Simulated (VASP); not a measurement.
# KCl in VASP: notebook, part 2 of 2

VASP 6.6.1. The steps go on from the part before.

**3. Electric field gradients, PBE (equal xy, yz and zx shear strains of +1 %)**

The input, INCAR:

```
ALGO = Normal
EDIFF = 1E-8
ENCUT = 520
GGA = PE
ISIF = 2
ISMEAR = -1
LASPH = True
LCHARG = False
LEFG = True
LREAL = False
LWAVE = False
NBANDS = 15
NELM = 60
PREC = Accurate
SIGMA = 0.02
```

The input, KPOINTS:

```
k-points
0
Gamma
  7 7 7
```

The input, POSCAR:

```
KCl
1.0
    3.6340000000      0.0181700000      0.0181700000
    0.0181700000      3.6340000000      0.0181700000
    0.0181700000      0.0181700000      3.6340000000
K Cl
1 1
Direct
    0.0000000000      0.0000000000      0.0000000000
    0.5000000000      0.5000000000      0.5000000000
```

Potentials or basis: VASP PAW PBE potentials, release 64 (K_sv, Cl).

Launch:

```bash
cat potpaw_PBE.64/K_sv/POTCAR potpaw_PBE.64/Cl/POTCAR > POTCAR
mpirun -np 1 vasp_std > vasp.out
```

OUTCAR:

```text
EDIFF = 1E-8
   ENCUT = 520
   GGA = PE
   ISIF = 2
   ISMEAR = -1
   LASPH = True
   LREAL = False
   NELM = 60
   PREC = Accurate

 ion  position               nearest neighbor table
   1  0.000  0.000  0.000-   2 3.14   2 3.14   2 3.14   2 3.14   2 3.14   2 3.14   2 3.18   2 3.18

   2  0.500  0.500  0.500-   1 3.14   1 3.14   1 3.14   1 3.14   1 3.14   1 3.14   1 3.18   1 3.18

  LATTYP: Found a trigonal (rhomboedric) cell.
 ALAT       =     3.6340908489
 COS(alpha) =     0.0100244988

  Lattice vectors:

 A1 = (   3.6340000000,   0.0181700000,   0.0181700000)
 A2 = (   0.0181700000,   3.6340000000,   0.0181700000)
 A3 = (   0.0181700000,   0.0181700000,   3.6340000000)

Analysis of symmetry for initial positions (statically):
=====================================================================
 Subroutine PRICEL returns:
 Original cell was already a primitive cell.

 Routine SETGRP: Setting up the symmetry group for a
 trigonal (rhombohedral) supercell.

 Subroutine GETGRP returns: Found 12 space group operations
 (whereof 12 operations were pure point group operations)
 out of a pool of 12 trial point group operations.

The static configuration has the point symmetry D_3d.

Analysis of symmetry for dynamics (positions and initial velocities):
=====================================================================
 Subroutine PRICEL returns:
 Original cell was already a primitive cell.

 Routine SETGRP: Setting up the symmetry group for a
 trigonal (rhombohedral) supercell.

 Subroutine GETGRP returns: Found 12 space group operations
 (whereof 12 operations were pure point group operations)
 out of a pool of 12 trial point group operations.

[... 167 lines left out ...]
     12      11.0936      0.00000
     13      11.0936      0.00000
     14      11.2028      0.00000
[... 401 lines left out ...]
      2     -12.7116      2.00000
      3     -11.3116      2.00000
      4     -11.1657      2.00000
      5     -11.0862      2.00000
      6      -1.6175      2.00000
      7      -1.0381      2.00000
      8      -0.3847      2.00000
      9       7.4942      0.00000
     10       8.4326      0.00000
     11       9.0976      0.00000
     12       9.7581      0.00000
     13      10.6625      0.00000
     14      11.0986      0.00000
     15      13.2204      0.00000

 [... further k-points ...]
[... 5 lines left out ...]
  --------------------------------------------------------------------------------------
  -------------------------------------------------------------------------------------
  Total        1.3604111      1.3604111      1.3604111     -0.0430259     -0.0430259     -0.0430259
  in kB       45.4211849     45.4211849     45.4211849     -1.4365417     -1.4365417     -1.4365417
  external PRESSURE =      45.4211849 kB  Pullay stress =       0.0000000 kB

 VOLUME and BASIS-vectors are now :
 -----------------------------------------------------------------------------
  energy-cutoff  :      520.00
  volume of cell :       47.99
      direct lattice vectors                 reciprocal lattice vectors
     3.634000000  0.018170000  0.018170000     0.275192557 -0.001369117 -0.001369117
     0.018170000  3.634000000  0.018170000    -0.001369117  0.275192557 -0.001369117
     0.018170000  0.018170000  3.634000000    -0.001369117 -0.001369117  0.275192557

 POSITION                                       TOTAL-FORCE (eV/Angst)
 -----------------------------------------------------------------------------------
      0.00000      0.00000      0.00000         0.000000     -0.000000      0.000000
      1.83517      1.83517      1.83517        -0.000000      0.000000     -0.000000
 -----------------------------------------------------------------------------------
    total drift:                               -0.000000      0.000000      0.000000

  FREE ENERGIE OF THE ION-ELECTRON SYSTEM (eV)
  ---------------------------------------------------
  free  energy   TOTEN  =        -6.5493369775 eV

  energy  without entropy=       -6.5493369775  energy(sigma->0) =       -6.54933698

 Electric field gradients (V/A^2)
---------------------------------------------------------------------
 ion       V_xx      V_yy      V_zz      V_xy      V_xz      V_yz
---------------------------------------------------------------------
   1      -0.000    -0.000    -0.000     1.178     1.178     1.178
   2      -0.000    -0.000    -0.000     0.324     0.324     0.324
---------------------------------------------------------------------

 Electric field gradients after diagonalization (V/A^2)
 (convention: |V_zz| > |V_xx| > |V_yy|)
----------------------------------------------------------------------
 ion       V_xx      V_yy      V_zz     asymmetry (V_yy - V_xx)/ V_zz
----------------------------------------------------------------------
   1      -1.178    -1.178     2.356       0.000
   2      -0.324    -0.324     0.648       0.000
----------------------------------------------------------------------

           NMR quadrupolar parameters

 Cq : quadrupolar parameter    Cq=e*Q*V_zz/h
 eta: asymmetry parameters     (V_yy - V_xx)/ V_zz
 Q  : nuclear electric quadrupole moment in mb (millibarn)
----------------------------------------------------------------------
 ion       Cq(MHz)       eta       Q (mb)
----------------------------------------------------------------------
   1       0.006       0.000       1.000
   2       0.002       0.000       1.000
----------------------------------------------------------------------
```

OSZICAR:

```text
N       E                     dE             d eps       ncg     rms          rms(c)
DAV:   1     0.105401644831E+03    0.10540E+03   -0.75479E+03  1320   0.101E+03
DAV:   2    -0.149253343188E+01   -0.10689E+03   -0.99224E+02  1745   0.251E+02
DAV:   3    -0.666609338276E+01   -0.51736E+01   -0.51456E+01  1834   0.488E+01
DAV:   4    -0.682988203776E+01   -0.16379E+00   -0.16377E+00  1929   0.800E+00
DAV:   5    -0.683110680922E+01   -0.12248E-02   -0.12248E-02  1841   0.756E-01    0.368E+00
DAV:   6    -0.657736178322E+01    0.25375E+00   -0.26432E-01  1649   0.336E+00    0.308E+00
DAV:   7    -0.654693809980E+01    0.30424E-01   -0.90314E-02  1775   0.209E+00    0.177E+00
DAV:   8    -0.654918242782E+01   -0.22443E-02   -0.15972E-02  1776   0.101E+00    0.222E-01
DAV:   9    -0.654914739706E+01    0.35031E-04   -0.55708E-04  1782   0.168E-01    0.958E-02
DAV:  10    -0.654933908659E+01   -0.19169E-03   -0.26004E-04  1481   0.129E-01    0.254E-02
DAV:  11    -0.654933742721E+01    0.16594E-05   -0.63046E-06  1900   0.188E-02    0.823E-03
DAV:  12    -0.654933693807E+01    0.48913E-06   -0.18075E-06  1425   0.111E-02    0.174E-03
DAV:  13    -0.654933700403E+01   -0.65960E-07   -0.73620E-08  1914   0.244E-03    0.783E-04
DAV:  14    -0.654933695346E+01    0.50574E-07   -0.41898E-08  1432   0.167E-03    0.145E-04
DAV:  15    -0.654933696507E+01   -0.11609E-07   -0.50235E-10  1255   0.165E-04    0.618E-05
DAV:  16    -0.654933698444E+01   -0.19377E-07   -0.36738E-10  1024   0.157E-04    0.352E-05
DAV:  17    -0.654933697750E+01    0.69458E-08   -0.69162E-11   905   0.688E-05
   1 F= -.65493370E+01 E0= -.65493370E+01  d E =-.305899E-12
```

Wall time 37 s (1 thread of Intel Xeon Platinum 8259CL at 2.50GHz (Skylake/Cascade Lake), shared host); peak memory 0.16 GiB.

What came out:

| Item | Value |
| --- | --- |
| Free energy | -6.5493 eV |
| Pressure | 4.5 GPa |
| Band gap on the k mesh | 5.61 eV, indirect (least direct gap 5.80 eV) |

Electric field gradients, principal values (V/Å²):
| atom | least | middle | greatest (by size) |
| --- | --- | --- | --- |
| 1 K | -1.178 | -1.178 | 2.356 |
| 2 Cl | -0.324 | -0.324 | 0.648 |

Caveat: the cell differs from its parent crystal (equal xy, yz and zx shear strains of +1 %); without QUAD_EFG the Cq values of the log hold for a quadrupole moment of 1 mb, not for the nuclei.

**4. Electric field gradients, PBE (volume scaled by 0.96)**

The input, INCAR:

```
PREC = Accurate
ENCUT = 520
EDIFF = 1E-8
ISMEAR = -1
SIGMA = 0.02
LREAL = F
LASPH = T
NELM = 80
ALGO = Normal
ISIF = 2
LWAVE = F
LCHARG = F
GGA = PE
LEFG = T
NBANDS = 15
```

The input, KPOINTS:

```
Automatic mesh
0
Gamma
  7 7 7
```

The input, POSCAR:

```
KCl
1.0
    3.5848858712      0.0000000000      0.0000000000
    0.0000000000      3.5848858712      0.0000000000
    0.0000000000      0.0000000000      3.5848858712
K Cl
1 1
Direct
    0.0000000000      0.0000000000      0.0000000000
    0.5000000000      0.5000000000      0.5000000000
```

Potentials or basis: VASP PAW PBE potentials, release 64 (K_sv, Cl).

Launch:

```bash
cat potpaw_PBE.64/K_sv/POTCAR potpaw_PBE.64/Cl/POTCAR > POTCAR
mpirun -np 1 vasp_std > vasp.out
```

OUTCAR:

```text
PREC = Accurate
   ENCUT = 520
   EDIFF = 1E-8
   ISMEAR = -1
   LREAL = F
   LASPH = T
   NELM = 80
   ISIF = 2
   GGA = PE

 ion  position               nearest neighbor table
   1  0.000  0.000  0.000-   2 3.10   2 3.10   2 3.10   2 3.10   2 3.10   2 3.10   2 3.10   2 3.10

   2  0.500  0.500  0.500-   1 3.10   1 3.10   1 3.10   1 3.10   1 3.10   1 3.10   1 3.10   1 3.10

  LATTYP: Found a simple cubic cell.
 ALAT       =     3.5848858712

  Lattice vectors:

 A1 = (   3.5848858712,   0.0000000000,   0.0000000000)
 A2 = (   0.0000000000,   3.5848858712,   0.0000000000)
 A3 = (   0.0000000000,   0.0000000000,   3.5848858712)

Analysis of symmetry for initial positions (statically):
=====================================================================
 Subroutine PRICEL returns:
 Original cell was already a primitive cell.

 Routine SETGRP: Setting up the symmetry group for a
 simple cubic supercell.

 Subroutine GETGRP returns: Found 48 space group operations
 (whereof 48 operations were pure point group operations)
 out of a pool of 48 trial point group operations.

The static configuration has the point symmetry O_h .

Analysis of symmetry for dynamics (positions and initial velocities):
=====================================================================
 Subroutine PRICEL returns:
 Original cell was already a primitive cell.

 Routine SETGRP: Setting up the symmetry group for a
 simple cubic supercell.

 Subroutine GETGRP returns: Found 48 space group operations
 (whereof 48 operations were pure point group operations)
 out of a pool of 48 trial point group operations.

The dynamic configuration has the point symmetry O_h .

[... 498 lines left out ...]
      7      -1.4687      2.00000
      8      -1.3902      2.00000
      9       9.2512      0.00000
     10       9.6320      0.00000
     11       9.6320      0.00000
     12      11.2051      0.00000
     13      11.2067      0.00000
     14      11.2067      0.00000
     15      13.7243      0.00000

------------------------ aborting loop because EDIFF is reached ----------------------------------------

  FORCE on cell =-STRESS in cart. coord.  units (eV):
  Direction    XX          YY          ZZ          XY          YZ          ZX
  --------------------------------------------------------------------------------------
  -------------------------------------------------------------------------------------
  Total        1.7985634      1.7985634      1.7985634     -0.0000000     -0.0000000      0.0000000
  in kB       62.5475545     62.5475545     62.5475545     -0.0000000     -0.0000000      0.0000000
  external PRESSURE =      62.5475545 kB  Pullay stress =       0.0000000 kB

 VOLUME and BASIS-vectors are now :
 -----------------------------------------------------------------------------
  energy-cutoff  :      520.00
  volume of cell :       46.07
      direct lattice vectors                 reciprocal lattice vectors
     3.584885871  0.000000000  0.000000000     0.278948908  0.000000000  0.000000000
     0.000000000  3.584885871  0.000000000     0.000000000  0.278948908  0.000000000
     0.000000000  0.000000000  3.584885871     0.000000000  0.000000000  0.278948908

 POSITION                                       TOTAL-FORCE (eV/Angst)
 -----------------------------------------------------------------------------------
      0.00000      0.00000      0.00000         0.000000      0.000000      0.000000
      1.79244      1.79244      1.79244         0.000000      0.000000      0.000000
 -----------------------------------------------------------------------------------
    total drift:                               -0.000000      0.000000      0.000000

  FREE ENERGIE OF THE ION-ELECTRON SYSTEM (eV)
  ---------------------------------------------------
  free  energy   TOTEN  =        -6.4851542897 eV

  energy  without entropy=       -6.4851542897  energy(sigma->0) =       -6.48515429

 Electric field gradients (V/A^2)
---------------------------------------------------------------------
 ion       V_xx      V_yy      V_zz      V_xy      V_xz      V_yz
---------------------------------------------------------------------
   1      -0.000    -0.000     0.000     0.000     0.000     0.000
   2      -0.000    -0.000    -0.000    -0.000    -0.000     0.000
---------------------------------------------------------------------

 Electric field gradients after diagonalization (V/A^2)
 (convention: |V_zz| > |V_xx| > |V_yy|)
----------------------------------------------------------------------
 ion       V_xx      V_yy      V_zz     asymmetry (V_yy - V_xx)/ V_zz
----------------------------------------------------------------------
   1      -0.000     0.000    -0.000      -1.869
   2      -0.000    -0.000    -0.000      -0.025
----------------------------------------------------------------------

           NMR quadrupolar parameters

 Cq : quadrupolar parameter    Cq=e*Q*V_zz/h
 eta: asymmetry parameters     (V_yy - V_xx)/ V_zz
 Q  : nuclear electric quadrupole moment in mb (millibarn)
----------------------------------------------------------------------
 ion       Cq(MHz)       eta       Q (mb)
----------------------------------------------------------------------
   1      -0.000      -1.869       1.000
   2      -0.000      -0.025       1.000
----------------------------------------------------------------------
```

OSZICAR:

```text
N       E                     dE             d eps       ncg     rms          rms(c)
DAV:   1     0.105149606207E+03    0.10515E+03   -0.75968E+03   600   0.100E+03
DAV:   2    -0.156253012834E+01   -0.10671E+03   -0.99238E+02   776   0.255E+02
DAV:   3    -0.659718704205E+01   -0.50347E+01   -0.50126E+01   839   0.486E+01
DAV:   4    -0.676145902121E+01   -0.16427E+00   -0.16425E+00   857   0.812E+00
DAV:   5    -0.676263170451E+01   -0.11727E-02   -0.11727E-02   853   0.768E-01    0.397E+00
DAV:   6    -0.651266127757E+01    0.24997E+00   -0.25842E-01   719   0.343E+00    0.331E+00
DAV:   7    -0.648275289988E+01    0.29908E-01   -0.91084E-02   789   0.214E+00    0.187E+00
DAV:   8    -0.648503493049E+01   -0.22820E-02   -0.15988E-02   755   0.103E+00    0.240E-01
DAV:   9    -0.648497957484E+01    0.55356E-04   -0.49539E-04   824   0.160E-01    0.949E-02
DAV:  10    -0.648515648748E+01   -0.17691E-03   -0.24388E-04   677   0.124E-01    0.266E-02
DAV:  11    -0.648515498917E+01    0.14983E-05   -0.54727E-06   855   0.174E-02    0.956E-03
DAV:  12    -0.648515419282E+01    0.79635E-06   -0.22934E-06   635   0.121E-02    0.214E-03
DAV:  13    -0.648515431053E+01   -0.11771E-06   -0.91540E-08   861   0.261E-03    0.102E-03
DAV:  14    -0.648515428043E+01    0.30103E-07   -0.56476E-08   628   0.196E-03    0.216E-04
DAV:  15    -0.648515428970E+01   -0.92709E-08   -0.47035E-10   531   0.181E-04
   1 F= -.64851543E+01 E0= -.64851543E+01  d E =-.406874E-12
```

Wall time 20 s (1 thread of Intel Xeon 8259CL, shared host); peak memory 0.16 GiB.

What came out:

```yaml
Free_energy: -6.4852 eV
Pressure: 6.3 GPa
Band_gap_on_the_k_mesh: 5.84 eV, indirect (least direct gap 6.05 eV)
```

Caveat: without QUAD_EFG the Cq values of the log hold for a quadrupole moment of 1 mb, not for the nuclei.

**5. Overview**

```csv
cell,gap on the mesh (eV),pressure (GPa)
"a = 3.634 Å, angles 90.6°, 2 atoms",5.61,4.5
"a = 3.634 Å, angles 89.4°, 2 atoms",5.61,4.5
"a = 3.585 Å, 2 atoms",5.84,6.3
```

Alike in all rows: task electric field gradients; level PBE; potentials or basis VASP PAW PBE potentials, release 64 (K_sv, Cl); no spin polarisation; k mesh 7 × 7 × 7; cutoff (eV) 520; smearing fermi-dirac 0.02 eV.

Total energies depend on the potentials used, so only differences within one code and one set of settings carry meaning.
